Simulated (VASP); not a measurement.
# SiO2 (P6_422) in VASP: further runs

SiO2 is run at these levels: LDA; tasks: single point.

Program: VASP 6.6.1. These are calculated values, not measurements. Logs are shortened: lines on timing, memory, paths and dates and some standing lists are left out, and cuts for length are marked.

### 1 The cell of the first run

It takes space group P6_422 (No. 181, hexagonal). The conventional cell has a = 4.720 Å, b = 4.720 Å, c = 5.539 Å, α = 90.00°, β = 90.00°, γ = 120.00°. Within 2.1 Å of Si (site symmetry 222) lie 4 O at 1.57 Å. Within 2.1 Å of O (site symmetry 2) lie 2 Si at 1.57 Å.

### 2 Single point, LDA (11.88 Å³/atom)

File INCAR:

```
ALGO = Normal
EDIFF = 1E-7
ENCUT = 520
ISIF = 2
ISMEAR = 0
LASPH = T
LCHARG = F
LREAL = F
LWAVE = F
NBANDS = 34
NELM = 80
PREC = Accurate
SIGMA = 0.02
```

File KPOINTS:

```
k-points
0
Gamma
  6 6 4
```

File POSCAR:

```
SiO2
1.0
    4.7204887449      0.0000000000      0.0000000000
   -2.3602443724      4.0880631713      0.0000000000
    0.0000000000      0.0000000000      5.5394462038
Si O
3 6
Direct
    0.0000000000      0.5000000000      0.3333333333
    0.5000000000      0.5000000000      0.6666666667
    0.5000000000      0.0000000000      0.0000000000
    0.6120753324      0.8060376662      0.8333333333
    0.8060376662      0.6120753324      0.5000000000
    0.8060376662      0.1939623338      0.1666666667
    0.3879246676      0.1939623338      0.8333333333
    0.1939623338      0.3879246676      0.5000000000
    0.1939623338      0.8060376662      0.1666666667
```

Potentials or basis: VASP PAW LDA potentials, release 64 (Si, O).

Launch:

```console
> cat potpaw_LDA.64/Si/POTCAR potpaw_LDA.64/O/POTCAR > POTCAR
> mpirun -np 1 vasp_std > vasp.out
```

OUTCAR:

```text
EDIFF = 1E-7
   ENCUT = 520
   ISIF = 2
   ISMEAR = 0
   LASPH = T
   LREAL = F
   NELM = 80
   PREC = Accurate

 ion  position               nearest neighbor table
   1  0.000  0.500  0.333-   6 1.57   9 1.57   8 1.57   5 1.57   3 3.00   3 3.00   2 3.00   2 3.00

   2  0.500  0.500  0.667-   4 1.57   7 1.57   5 1.57   8 1.57   3 3.00   3 3.00   1 3.00   1 3.00

   3  0.500  0.000  0.000-   4 1.57   7 1.57   6 1.57   9 1.57   2 3.00   2 3.00   1 3.00   1 3.00

   4  0.612  0.806  0.833-   2 1.57   3 1.57
   5  0.806  0.612  0.500-   1 1.57   2 1.57
   6  0.806  0.194  0.167-   1 1.57   3 1.57
   7  0.388  0.194  0.833-   2 1.57   3 1.57
   8  0.194  0.388  0.500-   1 1.57   2 1.57
   9  0.194  0.806  0.167-   1 1.57   3 1.57

  LATTYP: Found a hexagonal cell.
 ALAT       =     4.7204887449
 C/A-ratio  =     1.1734899717

  Lattice vectors:

 A1 = (   4.7204887449,   0.0000000000,   0.0000000000)
 A2 = (  -2.3602443724,   4.0880631713,   0.0000000000)
 A3 = (   0.0000000000,   0.0000000000,   5.5394462038)

Analysis of symmetry for initial positions (statically):
=====================================================================
 Subroutine PRICEL returns:
 Original cell was already a primitive cell.

 Routine SETGRP: Setting up the symmetry group for a
 hexagonal supercell.

 Subroutine GETGRP returns: Found 12 space group operations
 (whereof  4 operations were pure point group operations)
 out of a pool of 24 trial point group operations.

The static configuration has the point symmetry D_2 .
 The point group associated with its full space group is D_6 .

Analysis of symmetry for dynamics (positions and initial velocities):
=====================================================================
 Subroutine PRICEL returns:
 Original cell was already a primitive cell.

 Routine SETGRP: Setting up the symmetry group for a
 hexagonal supercell.

 Subroutine GETGRP returns: Found 12 space group operations
 (whereof  4 operations were pure point group operations)
 out of a pool of 24 trial point group operations.

The dynamic configuration has the point symmetry D_2 .
 The point group associated with its full space group is D_6 .

 Subroutine INISYM returns: Found 12 space group operations
 (whereof  4 operations are pure point group operations),
 and found     1 'primitive' translations

----------------------------------------------------------------------------------------

                                     Primitive cell

  volume of cell :     106.8983

  direct lattice vectors                    reciprocal lattice vectors
     4.720488745  0.000000000  0.000000000     0.211842471  0.122307308  0.000000000
    -2.360244372  4.088063171  0.000000000     0.000000000  0.244614615  0.000000000
     0.000000000  0.000000000  5.539446204     0.000000000  0.000000000  0.180523461

  length of vectors
     4.720488745  4.720488745  5.539446204     0.244614615  0.244614615  0.180523461

  position of ions in fractional coordinates (direct lattice)
     1.000000000  0.500000000  0.333333333
     0.500000000  0.500000000  0.666666667
     0.500000000  0.000000000  0.000000000
     0.612075332  0.806037666  0.833333333
     0.806037666  0.612075332  0.500000000
     0.806037666  0.193962334  0.166666667
     0.387924668  0.193962334  0.833333333
     0.193962334  0.387924668  0.500000000
     0.193962334  0.806037666  0.166666667

  ion indices of the primitive-cell ions
   primitive index   ion index
                 1           1
                 2           2
                 3           3
                 4           4
                 5           5
                 6           6
                 7           7
                 8           8
                 9           9

----------------------------------------------------------------------------------------

 KPOINTS: k-points

Automatic generation of k-mesh.
 Grid dimensions read from file:
 generate k-points for:    6    6    4

 Generating k-lattice:

  Cartesian coordinates                     Fractional coordinates (reciprocal lattice)
     0.035307078  0.020384551  0.000000000     0.166666667  0.000000000  0.000000000
     0.000000000  0.040769103  0.000000000     0.000000000  0.166666667  0.000000000
     0.000000000  0.000000000  0.045130865     0.000000000  0.000000000  0.250000000

  Length of vectors
     0.040769103  0.040769103  0.045130865

  Shift w.r.t. Gamma in fractional coordinates (k-lattice)
     0.000000000  0.000000000  0.000000000

 Subroutine IBZKPT returns following result:
 ===========================================

 Found     21 irreducible k-points:

 Following reciprocal coordinates:
            Coordinates               Weight
  0.000000  0.000000  0.000000      1.000000
  0.166667  0.000000  0.000000      6.000000
  0.333333  0.000000  0.000000      6.000000
  0.500000 -0.000000  0.000000      3.000000
  0.166667  0.166667  0.000000      6.000000
  0.333333  0.166667  0.000000     12.000000
[... 13 lines left out ...]
  0.333333  0.166667  0.500000     12.000000
  0.333333  0.333333  0.500000      2.000000
   k-points           NKPTS =     21   k-points in BZ     NKDIM =     21   number of bands    NBANDS=     34
   number of dos      NEDOS =    301   number of ions     NIONS =      9
   total plane-waves  NPLWV =  54432
   dimension x,y,z NGX =    36 NGY =   36 NGZ =   42
   dimension x,y,z NGXF=    72 NGYF=   72 NGZF=   84
   ions per type =               3   6
   NGX,Y,Z   is equivalent  to a cutoff of  12.68, 12.68, 12.60 a.u.
   NGXF,Y,Z  is equivalent  to a cutoff of  25.36, 25.36, 25.21 a.u.
 SYSTEM =  unknown system
   PREC   = accura    normal or accurate (medium, high low for compatibility)
   ISTART =      0    job   : 0-new  1-cont  2-samecut
   ICHARG =      2    charge: 1-file 2-atom 10-const
   ISPIN  =      1    spin polarized calculation?
   LNONCOLLINEAR =      F non collinear calculations
   LSORBIT =      F    spin-orbit coupling
   LASPH  =      T    aspherical Exc in radial PAW
   ENCUT  =  520.0 eV  38.22 Ry    6.18 a.u.   8.78  8.78 10.30*2*pi/ulx,y,z
   NELM   =     80;   NELMIN=  2; NELMDL= -5     # of ELM steps
   EDIFF  = 0.1E-06   stopping-criterion for ELM
   LREAL  =      F    real-space projection
   EDIFFG = 0.1E-05   stopping-criterion for IOM
   NSW    =      0    number of steps for IOM
   IBRION =     -1    ionic relax: 0-MD 1-quasi-New 2-CG
   NFREE  =      0    steps in history (QN), initial steepest desc. (CG)
   ISIF   =      2    stress and relaxation
   ISYM   =      2    0-nonsym 1-usesym 2-fastsym
   POTIM  = 0.5000    time-step for ionic-motion
   TEBEG  =    0.0;   TEEND  =   0.0 temperature during run
   PSTRESS=    0.0 pullay stress
   NELECT =      48.0000    total number of electrons
   NUPDOWN=      -1.0000    fix difference up-down
   EMIN   =  10.00;   EMAX   =-10.00  energy-range for DOS
   EFERMI =   0.00;   METHOD = LEGACY
   ISMEAR =     0;   SIGMA  =   0.02  broadening in eV -4-tet -1-fermi 0-gaus
   EFERMI_NEDOS =   21; number of points for ismear=-14 and -15
   IALGO  =     38    algorithm
   IMIX   =      4    mixing-type and parameters
     AMIX     =   0.40;   BMIX     =  1.00
     AMIX_MAG =   1.60;   BMIX_MAG =  1.00
  volume/ion in A,a.u.               =      11.88        80.15
  Fermi-wavevector in a.u.,A,eV,Ry     =   1.253617  2.368993 21.382318  1.571556
  Thomas-Fermi vector in A             =   2.387461
   LORBIT       =      0    0 simple, 1 ext, 2 COOP (PROOUT), +10 PAW based schemes
   GGA     = CA    functional components
   LHFCALC =     F    Hartree Fock is set to
   AEXX    =    0.0000 exact exchange contribution
   IVDW    =     0    specifies the selected vdW correction
   LEPSILON=     F    determine dielectric tensor
   LRPA    =     F    only Hartree local field effects (RPA)
 non-spin polarized calculation
 Gauss-broadening in eV      SIGMA  =   0.02
  energy-cutoff  :      520.00
  volume of cell :      106.90
 maximum number of plane-waves:      2955
 NGX is ok and might be reduce to    36
   NGX = 17   NGY = 17   NGZ = 21

 number of electron      47.9999949 magnetization

 Free energy of the ion-electron system (eV)
  ---------------------------------------------------
  ext. energy  EPLUGINS =         0.00000000
  ---------------------------------------------------
  free energy    TOTEN  =       -76.89536962 eV

  energy without entropy =      -76.89536962  energy(sigma->0) =      -76.89536962

 E-fermi :   1.6447     XC(G=0): -10.0027

 val. band max:        1.4849609102   @ k =   0.0000   0.0000   0.2500
 cond. band min:       7.0453729614   @ k =   0.0000   0.0000   0.0000
 fundamental gap:      5.5604120511
 Fermi energy:         1.6447217799

 k-point     1 :       0.0000    0.0000    0.0000
  band No.  band energies     occupation
      1     -18.3147      2.00000
      2     -16.6527      2.00000
      3     -16.6527      2.00000
      4     -15.8635      2.00000
      5     -15.8635      2.00000
      6     -15.5745      2.00000
[... 26 lines left out ...]
     33      13.9516      0.00000
     34      14.7787      0.00000

 k-point     2 :       0.1667    0.0000    0.0000
  band No.  band energies     occupation
      1     -18.2194      2.00000
      2     -16.7394      2.00000
      3     -16.6464      2.00000
      4     -15.8774      2.00000
      5     -15.8681      2.00000
      6     -15.6278      2.00000
[... 26 lines left out ...]
     33      13.9531      0.00000
     34      14.4875      0.00000
[... 664 lines left out ...]
     33      13.2992      0.00000
     34      13.4432      0.00000

 k-point    21 :       0.3333    0.3333    0.5000
  band No.  band energies     occupation
      1     -17.7008      2.00000
      2     -16.9085      2.00000
      3     -16.9085      2.00000
      4     -16.0003      2.00000
      5     -16.0003      2.00000
      6     -15.6982      2.00000
[... 26 lines left out ...]
     33      13.2696      0.00000
     34      13.5927      0.00000

------------------------ aborting loop because EDIFF is reached ----------------------------------------

  FORCE on cell =-STRESS in cart. coord.  units (eV):
  Direction    XX          YY          ZZ          XY          YZ          ZX
  --------------------------------------------------------------------------------------
  -------------------------------------------------------------------------------------
  Total       13.1601029     13.1601029     13.3406781      0.0000000      0.0000000     -0.0000000
  in kB      197.2417983    197.2417983    199.9482352      0.0000000      0.0000000     -0.0000000
  external PRESSURE =     198.1439439 kB  Pullay stress =       0.0000000 kB

 VOLUME and BASIS-vectors are now :
 -----------------------------------------------------------------------------
  energy-cutoff  :      520.00
  volume of cell :      106.90
      direct lattice vectors                 reciprocal lattice vectors
     4.720488745  0.000000000  0.000000000     0.211842471  0.122307308  0.000000000
    -2.360244372  4.088063171  0.000000000     0.000000000  0.244614615  0.000000000
     0.000000000  0.000000000  5.539446204     0.000000000  0.000000000  0.180523461

 POSITION                                       TOTAL-FORCE (eV/Angst)
 -----------------------------------------------------------------------------------
     -1.18012      2.04403      1.84648         0.000000      0.000000      0.000000
      1.18012      2.04403      3.69296         0.000000      0.000000      0.000000
      2.36024      0.00000      0.00000        -0.000000      0.000000     -0.000000
      0.98685      3.29513      4.61621         0.009565      0.005522      0.000000
      2.36024      2.50220      2.76972         0.000000      0.011045      0.000000
      3.34709      0.79293      0.92324         0.009565     -0.005522     -0.000000
      1.37340      0.79293      4.61621        -0.009565     -0.005522      0.000000
      0.00000      1.58586      2.76972        -0.000000     -0.011045      0.000000
     -0.98685      3.29513      0.92324        -0.009565      0.005522     -0.000000
 -----------------------------------------------------------------------------------
    total drift:                                0.000000     -0.000000     -0.000001

  FREE ENERGIE OF THE ION-ELECTRON SYSTEM (eV)
  ---------------------------------------------------
  free  energy   TOTEN  =       -76.8953696214 eV

  energy  without entropy=      -76.8953696214  energy(sigma->0) =      -76.89536962
```

Wall time 37 s (1 thread of Intel Xeon Platinum 8488C (Sapphire Rapids), shared host); peak memory 0.21 GiB.

Results:

* Free energy: -76.8954 eV
* Pressure: 19.8 GPa
* Largest force: 0.011 eV/Å
* Band gap on the k mesh: 5.56 eV (least direct gap 5.57 eV)

Forces in eV/Å, atoms in the order of the input:
```
Si   0.000  0.000  0.000
Si   0.000  0.000  0.000
Si   0.000  0.000  0.000
O    0.010  0.006  0.000
O    0.000  0.011  0.000
O    0.010 -0.006  0.000
O   -0.010 -0.006  0.000
O    0.000 -0.011  0.000
O   -0.010  0.006  0.000
```

Caveat: the cell stands under pressure. A k mesh can miss the band edges.

### 3 Single point, LDA (12.28 Å³/atom)

This run uses another cell than the first one, of 12.28 Å³/atom.

File INCAR:

```
SYSTEM = SiO2
PREC = Accurate ; ENCUT = 520
EDIFF = 1E-6 ; ISMEAR = 0
SIGMA = 0.02 ; LREAL = .FALSE.
LASPH = .TRUE. ; NELM = 80
ALGO = Normal ; ISIF = 2
LWAVE = .FALSE. ; LCHARG = .FALSE.
GGA = CA ; NBANDS = 34
```

File KPOINTS:

```
regular mesh
0
G
  6 6 4
  0 0 0
```

File POSCAR:

```
SiO2
1.0
    4.8217629889      0.0000000000      0.0000000000
   -2.4108814944      4.1757692394      0.0000000000
    0.0000000000      0.0000000000      5.4901888580
Si O
3 6
Direct
    0.0000000000      0.5000000000      0.3333333333
    0.5000000000      0.5000000000      0.6666666667
    0.5000000000      0.0000000000      0.0000000000
    0.6035997692      0.8017998846      0.8333333333
    0.8017998846      0.6035997692      0.5000000000
    0.8017998846      0.1982001154      0.1666666667
    0.3964002308      0.1982001154      0.8333333333
    0.1982001154      0.3964002308      0.5000000000
    0.1982001154      0.8017998846      0.1666666667
```

Potentials or basis: VASP PAW LDA potentials, release 64 (Si, O).

Launch:

```console
> cat potpaw_LDA.64/Si/POTCAR potpaw_LDA.64/O/POTCAR > POTCAR
> mpirun -np 1 vasp_std > vasp.out
```

Run time: 38 s. Hardware: 1 thread of Intel Xeon Platinum 8488C (Sapphire Rapids), shared host; peak memory 0.21 GiB.

Results (log left out):

```
Free energy            : -77.2903 eV
Pressure               : 14.8 GPa
Largest force          : 0.009 eV/Å
Band gap on the k mesh : 5.63 eV (least direct gap 5.70 eV)
```

Forces on the atoms (eV/Å):
```
Si   0.000  0.000  0.000
Si   0.000  0.000  0.000
Si   0.000  0.000  0.000
O    0.008  0.005  0.000
O    0.000  0.009  0.000
O    0.008 -0.005  0.000
O   -0.008 -0.005  0.000
O    0.000 -0.009  0.000
O   -0.008  0.005  0.000
```

Stress tensor (GPa, compression positive):
```
14.75  0.00  0.00
 0.00 14.75  0.00
 0.00  0.00 14.94
```

Levels at points of the mesh, in eV from the valence-band top:
```csv
k point,band 21,band 22,band 23,band 24,band 25,band 26,band 27,band 28
"(0.00, 0.00, 0.00)",-1.31,-0.61,-0.61,-0.06,5.63,8.89,8.89,9.74
"(0.50, 0.00, 0.00)",-1.33,-1.05,-0.48,-0.04,7.68,8.71,9.65,9.66
"(0.00, 0.00, 0.50)",-1.45,-0.43,0.00,0.00,7.49,7.49,8.06,10.20
"(0.50, 0.00, 0.50)",-1.01,-0.85,-0.74,-0.42,8.78,8.90,9.41,9.58
```

Caveat: the cell stands under pressure. A k mesh can miss the band edges.

### 4 Single point, LDA (12.69 Å³/atom)

This run uses another cell than the first one, of 12.69 Å³/atom.

File INCAR:

```
SYSTEM = SiO2
PREC = Accurate
ENCUT = 520
EDIFF = 1E-7
ISMEAR = 0
SIGMA = 0.02
LREAL = .FALSE.
LASPH = .TRUE.
NELM = 100
ALGO = Normal
ISIF = 2
LWAVE = .FALSE.
LCHARG = .FALSE.
NBANDS = 34
```

File KPOINTS:

```
Automatic mesh
0
G
  6 6 4
  0 0 0
```

File POSCAR:

```
SiO2
1.0
    4.9053597977      0.0000000000      0.0000000000
   -2.4526798988      4.2481661995      0.0000000000
    0.0000000000      0.0000000000      5.4795352937
Si O
3 6
Direct
    0.0000000000      0.5000000000      0.3333333333
    0.5000000000      0.5000000000      0.6666666667
    0.5000000000      0.0000000000      0.0000000000
    0.5963598735      0.7981799368      0.8333333333
    0.7981799368      0.5963598735      0.5000000000
    0.7981799368      0.2018200632      0.1666666667
    0.4036401265      0.2018200632      0.8333333333
    0.2018200632      0.4036401265      0.5000000000
    0.2018200632      0.7981799368      0.1666666667
```

Launch:

```console
> cat potpaw_LDA.64/Si/POTCAR potpaw_LDA.64/O/POTCAR > POTCAR
> mpirun -np 1 vasp_std > vasp.out
```

It took 41 s on 1 thread of Intel Xeon Platinum 8488C (Sapphire Rapids), shared host; peak memory 0.21 GiB.

The run converged. Its results:

```
Free energy            : -77.5724 eV
Pressure               : 9.8 GPa
Largest force          : 0.008 eV/Å
Band gap on the k mesh : 5.63 eV (least direct gap 5.75 eV)
```

Forces on the atoms (eV/Å):
```
Si   0.000  0.000  0.000
Si   0.000  0.000  0.000
Si   0.000  0.000  0.000
O    0.007  0.004  0.000
O    0.000  0.008  0.000
O    0.007 -0.004  0.000
O   -0.007 -0.004  0.000
O    0.000 -0.008  0.000
O   -0.007  0.004  0.000
```

Stress tensor (GPa, compression positive):
```
9.74 0.00 0.00
0.00 9.74 0.00
0.00 0.00 9.87
```

Levels at points of the mesh, in eV from the valence-band top:
| k point | band 20 | band 21 | band 22 | band 23 | band 24 | band 25 | band 26 | band 27 | band 28 | band 29 |
| --- | --- | --- | --- | --- | --- | --- | --- | --- | --- | --- |
| (0.00, 0.00, 0.00) | -1.19 | -1.19 | -0.56 | -0.56 | -0.12 | 5.63 | 8.88 | 8.88 | 9.48 | 9.48 |
| (0.50, 0.00, 0.00) | -1.33 | -1.28 | -1.04 | -0.43 | -0.02 | 7.67 | 8.65 | 9.59 | 9.61 | 9.76 |
| (0.00, 0.00, 0.50) | -1.92 | -1.37 | -0.35 | 0.00 | 0.00 | 7.48 | 7.48 | 8.16 | 10.06 | 10.06 |
| (0.50, 0.00, 0.50) | -1.43 | -0.99 | -0.81 | -0.72 | -0.40 | 8.82 | 8.98 | 9.43 | 9.51 | 9.53 |

Caveat: the cell stands under pressure.

(Continued in part 2 of 2.)
